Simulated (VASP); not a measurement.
# Al (P6_3/mmc) in VASP: further runs, part 2 of 2

VASP 6.6.1.

## Step 5: Single point, r2SCAN (strain -0.050 along x and y, +0.050 along z)

Contents of POSCAR:

```
Al
1.0
    2.6718325839      0.0000000000      0.0000000000
   -1.3359162919      2.3138748923      0.0000000000
    0.0000000000      0.0000000000      5.1101925000
Al
2
Direct
    0.6666666667      0.3333333333      0.7500000000
    0.3333333333      0.6666666667      0.2500000000
```

Contents of INCAR.step1:

```
SYSTEM = Al
PREC = Accurate
ENCUT = 520
ISMEAR = 0
SIGMA = 0.15
LREAL = .False.
LASPH = .True.
NELM = 80
NBANDS = 10
GGA = PE
ALGO = Normal
EDIFF = 1E-4
LWAVE = .True.
LCHARG = .False.
```

Contents of INCAR.step2:

```
SYSTEM = Al
PREC = Accurate
ENCUT = 520
EDIFF = 1E-6
ISMEAR = 0
SIGMA = 0.15
LREAL = .False.
LASPH = .True.
NELM = 80
ALGO = Normal
ISIF = 2
LWAVE = .False.
LCHARG = .True.
METAGGA = R2SCAN
LMIXTAU = .True.
LELF = .True.
LVHAR = .True.
NBANDS = 10
ISTART = 1
```

Contents of KPOINTS:

```
Automatic mesh
0
Gamma
  18 18 10
  0 0 0
```

Potentials or basis: VASP PAW PBE potentials, release 64 (Al).

Command:

```bash
$ cat potpaw_PBE.64/Al/POTCAR > POTCAR
$ cp INCAR.step1 INCAR
$ mpirun -np 1 vasp_std > vasp.out
$ cp INCAR.step2 INCAR
$ mpirun -np 1 vasp_std > vasp.out
```

OUTCAR:

```text
SYSTEM = Al
   PREC = Accurate
   ENCUT = 520
   EDIFF = 1E-6
   ISMEAR = 0
   LREAL = .False.
   LASPH = .True.
   NELM = 80
   ISIF = 2
   METAGGA = R2SCAN
   ISTART = 1

 ion  position               nearest neighbor table
   1  0.667  0.333  0.750-   2 2.98   2 2.98   2 2.98   2 2.98   2 2.98   2 2.98
   2  0.333  0.667  0.250-   1 2.98   1 2.98   1 2.98   1 2.98   1 2.98   1 2.98

  LATTYP: Found a hexagonal cell.
 ALAT       =     2.6718325839
 C/A-ratio  =     1.9126170295

  Lattice vectors:

 A1 = (   2.6718325839,   0.0000000000,   0.0000000000)
 A2 = (  -1.3359162919,   2.3138748923,   0.0000000000)
 A3 = (   0.0000000000,   0.0000000000,   5.1101925000)

Analysis of symmetry for initial positions (statically):
=====================================================================
 Subroutine PRICEL returns:
 Original cell was already a primitive cell.

 Routine SETGRP: Setting up the symmetry group for a
 hexagonal supercell.

 Subroutine GETGRP returns: Found 24 space group operations
 (whereof 12 operations were pure point group operations)
 out of a pool of 24 trial point group operations.

The static configuration has the point symmetry D_3d.
 The point group associated with its full space group is D_6h.

Analysis of symmetry for dynamics (positions and initial velocities):
=====================================================================
 Subroutine PRICEL returns:
 Original cell was already a primitive cell.

 Routine SETGRP: Setting up the symmetry group for a
 hexagonal supercell.

 Subroutine GETGRP returns: Found 24 space group operations
 (whereof 12 operations were pure point group operations)
 out of a pool of 24 trial point group operations.

The dynamic configuration has the point symmetry D_3d.
 The point group associated with its full space group is D_6h.

 Subroutine INISYM returns: Found 24 space group operations
 (whereof 12 operations are pure point group operations),
 and found     1 'primitive' translations

----------------------------------------------------------------------------------------

                                     Primitive cell

  volume of cell :      31.5927

  direct lattice vectors                    reciprocal lattice vectors
     2.671832584  0.000000000  0.000000000     0.374274947  0.216087742  0.000000000
    -1.335916292  2.313874892  0.000000000     0.000000000  0.432175483  0.000000000
     0.000000000  0.000000000  5.110192500     0.000000000  0.000000000  0.195687344

  length of vectors
     2.671832584  2.671832584  5.110192500     0.432175483  0.432175483  0.195687344

  position of ions in fractional coordinates (direct lattice)
     0.666666667  0.333333333  0.750000000
     0.333333333  0.666666667  0.250000000

  ion indices of the primitive-cell ions
   primitive index   ion index
                 1           1
                 2           2

----------------------------------------------------------------------------------------

 KPOINTS: Automatic mesh

Automatic generation of k-mesh.
 Grid dimensions read from file:
 generate k-points for:   18   18   10

 Generating k-lattice:

  Cartesian coordinates                     Fractional coordinates (reciprocal lattice)
     0.020793053  0.012004875  0.000000000     0.055555556 -0.000000000  0.000000000
     0.000000000  0.024009749  0.000000000     0.000000000  0.055555556  0.000000000
     0.000000000  0.000000000  0.019568734     0.000000000  0.000000000  0.100000000

  Length of vectors
     0.024009749  0.024009749  0.019568734

  Shift w.r.t. Gamma in fractional coordinates (k-lattice)
     0.000000000  0.000000000  0.000000000

 Subroutine IBZKPT returns following result:
 ===========================================

 Found    222 irreducible k-points:

 Following reciprocal coordinates:
            Coordinates               Weight
  0.000000  0.000000  0.000000      1.000000
  0.055556 -0.000000  0.000000      6.000000
  0.111111 -0.000000  0.000000      6.000000
  0.166667 -0.000000  0.000000      6.000000
  0.222222 -0.000000  0.000000      6.000000
  0.277778 -0.000000  0.000000      6.000000
[... 16 lines left out ...]
  0.333333  0.111111  0.000000     12.000000
  0.388889  0.111111  0.000000     12.000000
 [... further k-points ...]
   k-points           NKPTS =    222   k-points in BZ     NKDIM =    222   number of bands    NBANDS=     10
   number of dos      NEDOS =    301   number of ions     NIONS =      2
   total plane-waves  NPLWV =  16000
   dimension x,y,z NGX =    20 NGY =   20 NGZ =   40
   dimension x,y,z NGXF=    40 NGYF=   40 NGZF=   80
   ions per type =               2
   NGX,Y,Z   is equivalent  to a cutoff of  12.44, 12.44, 13.01 a.u.
   NGXF,Y,Z  is equivalent  to a cutoff of  24.89, 24.89, 26.03 a.u.
 SYSTEM =  Al
   PREC   = accura    normal or accurate (medium, high low for compatibility)
   ISTART =      1    job   : 0-new  1-cont  2-samecut
   ICHARG =      0    charge: 1-file 2-atom 10-const
   ISPIN  =      1    spin polarized calculation?
   LNONCOLLINEAR =      F non collinear calculations
   LSORBIT =      F    spin-orbit coupling
   LASPH  =      T    aspherical Exc in radial PAW
   ENCUT  =  520.0 eV  38.22 Ry    6.18 a.u.   4.97  4.97  9.50*2*pi/ulx,y,z
   NELM   =     80;   NELMIN=  2; NELMDL=  0     # of ELM steps
   EDIFF  = 0.1E-05   stopping-criterion for ELM
   LREAL  =      F    real-space projection
[... 7 lines left out ...]
   TEBEG  =    0.0;   TEEND  =   0.0 temperature during run
   PSTRESS=    0.0 pullay stress
   NELECT =       6.0000    total number of electrons
   NUPDOWN=      -1.0000    fix difference up-down
   EMIN   =  10.00;   EMAX   =-10.00  energy-range for DOS
   EFERMI =   0.00;   METHOD = LEGACY
   ISMEAR =     0;   SIGMA  =   0.15  broadening in eV -4-tet -1-fermi 0-gaus
   EFERMI_NEDOS =   21; number of points for ismear=-14 and -15
   IALGO  =     38    algorithm
   IMIX   =      4    mixing-type and parameters
     AMIX     =   0.40;   BMIX     =  1.00
     AMIX_MAG =   1.60;   BMIX_MAG =  1.00
  volume/ion in A,a.u.               =      15.80       106.60
  Fermi-wavevector in a.u.,A,eV,Ry     =   0.941015  1.778260 12.048079  0.885509
  Thomas-Fermi vector in A             =   2.068484
   LORBIT       =      0    0 simple, 1 ext, 2 COOP (PROOUT), +10 PAW based schemes
   METAGGA = R2SCAN    functional components
   LHFCALC =     F    Hartree Fock is set to
   AEXX    =    0.0000 exact exchange contribution
   IVDW    =     0    specifies the selected vdW correction
   LEPSILON=     F    determine dielectric tensor
   LRPA    =     F    only Hartree local field effects (RPA)
 non-spin polarized calculation
 Gauss-broadening in eV      SIGMA  =   0.15
  energy-cutoff  :      520.00
  volume of cell :       31.59
 maximum number of plane-waves:       873
 NGX is ok and might be reduce to    20
   NGX =  9   NGY =  9   NGZ = 19

 number of electron       6.0000000 magnetization

 Free energy of the ion-electron system (eV)
  ---------------------------------------------------
  ext. energy  EPLUGINS =         0.00000000
  ---------------------------------------------------
  free energy    TOTEN  =       -13.26077729 eV

  energy without entropy =      -13.25177643  energy(sigma->0) =      -13.25627686

 E-fermi :   8.3974     XC(G=0): -11.0633

 val. band max:        8.3798684501   @ k =   0.3333   0.0556   0.1000
 cond. band min:       8.4004492651   @ k =   0.3889   0.1667   0.2000
 fundamental gap:      0.0205808150
 Fermi energy:         8.3973608605

 k-point     1 :       0.0000    0.0000    0.0000
  band No.  band energies     occupation
      1      -3.7068      2.00000
      2       1.8925      2.00000
      3       2.5120      2.00000
      4      18.3267      0.00000
      5      19.0526      0.00000
      6      22.4999      0.00000
      7      22.4999      0.00000
      8      22.9474      0.00000
      9      22.9474      0.00000
     10      26.2881      0.00000

 k-point     2 :       0.0556   -0.0000    0.0000
  band No.  band energies     occupation
      1      -3.6162      2.00000
      2       1.9803      2.00000
      3       2.5977      2.00000
      4      18.3176      0.00000
      5      19.1260      0.00000
      6      20.7986      0.00000
      7      21.5194      0.00000
      8      22.6898      0.00000
      9      23.8681      0.00000
     10      25.5168      0.00000
[... 274 lines left out ...]
 k-point    24 :       0.3889    0.1111    0.0000
  band No.  band energies     occupation
      1       2.2026      2.00000
      2       5.1306      2.00000
      3       7.8440      2.00000
      4       8.2545      1.82204
      5      10.5301      0.00000
      6      11.4076      0.00000
      7      13.8734      0.00000
      8      18.2658      0.00000
      9      19.1553      0.00000
     10      21.9770      0.00000

 [... further k-points ...]
[... 5 lines left out ...]
  --------------------------------------------------------------------------------------
  -------------------------------------------------------------------------------------
  Total        1.8466351      1.8466351     -1.1959244      0.0000000      0.0000000      0.0000000
  in kB       93.6494636     93.6494636    -60.6495981      0.0000000      0.0000000      0.0000000
  external PRESSURE =      42.2164430 kB  Pullay stress =       0.0000000 kB

 VOLUME and BASIS-vectors are now :
 -----------------------------------------------------------------------------
  energy-cutoff  :      520.00
  volume of cell :       31.59
      direct lattice vectors                 reciprocal lattice vectors
     2.671832584  0.000000000  0.000000000     0.374274947  0.216087742  0.000000000
    -1.335916292  2.313874892  0.000000000     0.000000000  0.432175483  0.000000000
     0.000000000  0.000000000  5.110192500     0.000000000  0.000000000  0.195687344

 POSITION                                       TOTAL-FORCE (eV/Angst)
 -----------------------------------------------------------------------------------
      1.33592      0.77129      3.83264         0.000000      0.000000      0.000000
     -0.00000      1.54258      1.27755        -0.000000      0.000000      0.000000
 -----------------------------------------------------------------------------------
    total drift:                                0.000000     -0.000000      0.000000

  FREE ENERGIE OF THE ION-ELECTRON SYSTEM (eV)
  ---------------------------------------------------
  free  energy   TOTEN  =       -13.2607772936 eV

  energy  without entropy=      -13.2517764311  energy(sigma->0) =      -13.25627686
```

Run time: 2.5 min. Hardware: 1 thread of Intel Xeon Platinum 8259CL at 2.50GHz (Skylake/Cascade Lake), shared host; peak memory 0.18 GiB.

Results:

```yaml
Free_energy: -13.2608 eV
Pressure: 4.2 GPa
Band_gap_on_the_k_mesh: zero (band 3 reaches 11.36 eV, above the bottom of band 4 at 5.53 eV)
```

Stress tensor (GPa, compression positive):
```
 9.36  0.00  0.00
 0.00  9.36  0.00
 0.00  0.00 -6.06
```

Levels at points of the mesh, in eV from the Fermi level:
```csv
k point,band 1,band 2,band 3,band 4,band 5,band 6,band 7
"(0.00, 0.00, 0.00)",-12.10,-6.50,-5.89,9.93,10.66,14.10,14.10
"(0.50, 0.00, 0.00)",-5.15,-4.87,0.04,0.81,1.12,1.37,8.47
"(0.00, 0.00, 0.50)",-10.61,-10.61,0.91,0.91,14.80,14.80,14.80
"(0.50, 0.00, 0.50)",-4.10,-4.10,-2.87,-2.87,7.32,7.32,7.55
```

Caveat: the cell differs from its parent crystal (strain -0.050 along x and y, +0.050 along z); the PAW data sets were made with another functional, which shifts forces and pressure a little.

## Step 6: Single point, r2SCAN (strain +0.000 along x and y, -0.050 along z)

Contents of POSCAR:

```
Al
1.0
    2.8124553515      0.0000000000      0.0000000000
   -1.4062276757      2.4356577814      0.0000000000
    0.0000000000      0.0000000000      4.6235075000
Al
2
Direct
    0.6666666667      0.3333333333      0.7500000000
    0.3333333333      0.6666666667      0.2500000000
```

Contents of INCAR.step1:

```
SYSTEM = Al
PREC = Accurate
ENCUT = 520
ISMEAR = 0
SIGMA = 0.15
LREAL = .FALSE.
LASPH = .TRUE.
NELM = 80
NBANDS = 10
GGA = PE
ALGO = Normal
EDIFF = 1E-4
LWAVE = .TRUE.
LCHARG = .FALSE.
```

Contents of INCAR.step2:

```
SYSTEM = Al
PREC = Accurate
ENCUT = 520
EDIFF = 1E-7
ISMEAR = 0
SIGMA = 0.15
LREAL = .FALSE.
LASPH = .TRUE.
NELM = 80
ALGO = Normal
ISIF = 2
LWAVE = .FALSE.
LCHARG = .TRUE.
METAGGA = R2SCAN
LMIXTAU = .TRUE.
LELF = .TRUE.
LVHAR = .TRUE.
NBANDS = 10
ISTART = 1
```

Contents of KPOINTS:

```
regular mesh
0
G
  18 18 10
  0 0 0
```

Potentials or basis: VASP PAW PBE potentials, release 64 (Al).

Command:

```bash
$ cat potpaw_PBE.64/Al/POTCAR > POTCAR
$ cp INCAR.step1 INCAR
$ mpirun -np 1 vasp_std > vasp.out
$ cp INCAR.step2 INCAR
$ mpirun -np 1 vasp_std > vasp.out
```

OUTCAR:

```text
SYSTEM = Al
   PREC = Accurate
   ENCUT = 520
   EDIFF = 1E-7
   ISMEAR = 0
   LREAL = .FALSE.
   LASPH = .TRUE.
   NELM = 80
   ISIF = 2
   METAGGA = R2SCAN
   ISTART = 1

 ion  position               nearest neighbor table
   1  0.667  0.333  0.750-   2 2.83   2 2.83   2 2.83   2 2.83   2 2.83   2 2.83
   2  0.333  0.667  0.250-   1 2.83   1 2.83   1 2.83   1 2.83   1 2.83   1 2.83

  LATTYP: Found a hexagonal cell.
 ALAT       =     2.8124553515
 C/A-ratio  =     1.6439398754

  Lattice vectors:

 A1 = (   2.8124553515,   0.0000000000,   0.0000000000)
 A2 = (  -1.4062276757,   2.4356577814,   0.0000000000)
 A3 = (   0.0000000000,   0.0000000000,   4.6235075000)

Analysis of symmetry for initial positions (statically):
=====================================================================
 Subroutine PRICEL returns:
 Original cell was already a primitive cell.

 Routine SETGRP: Setting up the symmetry group for a
 hexagonal supercell.

 Subroutine GETGRP returns: Found 24 space group operations
 (whereof 12 operations were pure point group operations)
 out of a pool of 24 trial point group operations.

The static configuration has the point symmetry D_3d.
[... 166 lines left out ...]
 val. band max:        8.4615879658   @ k =   0.2778   0.2222   0.2000
 cond. band min:       8.4703585209   @ k =   0.3333   0.2222   0.1000
 fundamental gap:      0.0087705551
 Fermi energy:         8.4657460341

 k-point     1 :       0.0000    0.0000    0.0000
  band No.  band energies     occupation
      1      -3.6892      2.00000
      2       3.2396      2.00000
      3       3.7704      2.00000
      4      20.2566      0.00000
      5      20.2566      0.00000
      6      20.4247      0.00000
      7      20.4247      0.00000
      8      21.3612      0.00000
      9      23.9721      0.00000
     10      24.2166      0.00000
[... 287 lines left out ...]
 k-point    24 :       0.3889    0.1111    0.0000
  band No.  band energies     occupation
      1       1.6808      2.00000
      2       4.4409      2.00000
      3       8.3170      1.83911
      4       8.9885      0.00000
      5      10.9031      0.00000
      6      11.1768      0.00000
      7      12.9754      0.00000
      8      18.0911      0.00000
      9      18.7221      0.00000
     10      19.9865      0.00000

 [... further k-points ...]
[... 5 lines left out ...]
  --------------------------------------------------------------------------------------
  -------------------------------------------------------------------------------------
  Total        0.1433122      0.1433122      0.1000019      0.0000000      0.0000000      0.0000000
  in kB        7.2497062      7.2497062      5.0587748      0.0000000      0.0000000      0.0000000
  external PRESSURE =       6.5193957 kB  Pullay stress =       0.0000000 kB

 VOLUME and BASIS-vectors are now :
 -----------------------------------------------------------------------------
  energy-cutoff  :      520.00
  volume of cell :       31.67
      direct lattice vectors                 reciprocal lattice vectors
     2.812455352  0.000000000  0.000000000     0.355561200  0.205283355  0.000000000
    -1.406227676  2.435657781  0.000000000     0.000000000  0.410566709  0.000000000
     0.000000000  0.000000000  4.623507500     0.000000000  0.000000000  0.216286012

 POSITION                                       TOTAL-FORCE (eV/Angst)
 -----------------------------------------------------------------------------------
      1.40623      0.81189      3.46763         0.000000      0.000000      0.000000
     -0.00000      1.62377      1.15588        -0.000000      0.000000      0.000000
 -----------------------------------------------------------------------------------
    total drift:                               -0.000000      0.000000     -0.000000

  FREE ENERGIE OF THE ION-ELECTRON SYSTEM (eV)
  ---------------------------------------------------
  free  energy   TOTEN  =       -13.3996107006 eV

  energy  without entropy=      -13.3887465391  energy(sigma->0) =      -13.39417862
```

OUTCAR.step1:

```text
SYSTEM = Al
   PREC = Accurate
   ENCUT = 520
   ISMEAR = 0
   LREAL = .FALSE.
   LASPH = .TRUE.
[... 537 lines left out ...]
      1.40623      0.81189      3.46763         0.000000      0.000000      0.000000
     -0.00000      1.62377      1.15588        -0.000000      0.000000      0.000000
 -----------------------------------------------------------------------------------
    total drift:                               -0.000000      0.000000     -0.000000

  FREE ENERGIE OF THE ION-ELECTRON SYSTEM (eV)
  ---------------------------------------------------
  free  energy   TOTEN  =        -7.4086648166 eV

  energy  without entropy=       -7.3971270276  energy(sigma->0) =       -7.40289592
```

Wall time 3.3 min (1 thread of Intel Xeon Platinum 8259CL at 2.50GHz (Skylake/Cascade Lake), shared host); peak memory 0.19 GiB.

Results:

```yaml
Free_energy: -13.3996 eV
Pressure: 0.7 GPa
Band_gap_on_the_k_mesh: zero (band 3 reaches 12.86 eV, above the bottom of band 4 at 5.07 eV)
```

Caveat: the cell differs from its parent crystal (strain +0.000 along x and y, -0.050 along z); the PAW data sets were made with another functional, which shifts forces and pressure a little.

## Step 7: The runs side by side

| cell | gap on the mesh (eV) | pressure (GPa) |
| --- | --- | --- |
| a = 2.742, b = 2.742, c = 4.624 Å, angles 90.0, 90.0, 120.0°, 2 atoms | none | 6.0 |
| a = 2.672, b = 2.672, c = 4.989 Å, angles 90.0, 90.0, 120.0°, 2 atoms | none | 5.8 |
| a = 2.742, b = 2.742, c = 4.745 Å, angles 90.0, 90.0, 120.0°, 2 atoms | none | 3.4 |
| a = 2.672, b = 2.672, c = 5.110 Å, angles 90.0, 90.0, 120.0°, 2 atoms | none | 4.2 |
| a = 2.812, b = 2.812, c = 4.624 Å, angles 90.0, 90.0, 120.0°, 2 atoms | none | 0.7 |

Alike in all rows: task single point; level r2SCAN; potentials or basis VASP PAW PBE potentials, release 64 (Al); no spin polarisation; k mesh 18 × 18 × 10; cutoff (eV) 520; smearing gaussian 0.15 eV.

Caveats: the PAW data sets were made with another functional, which shifts forces and pressure a little.

Total energies depend on the potentials used, so only differences within one code and one set of settings carry meaning.
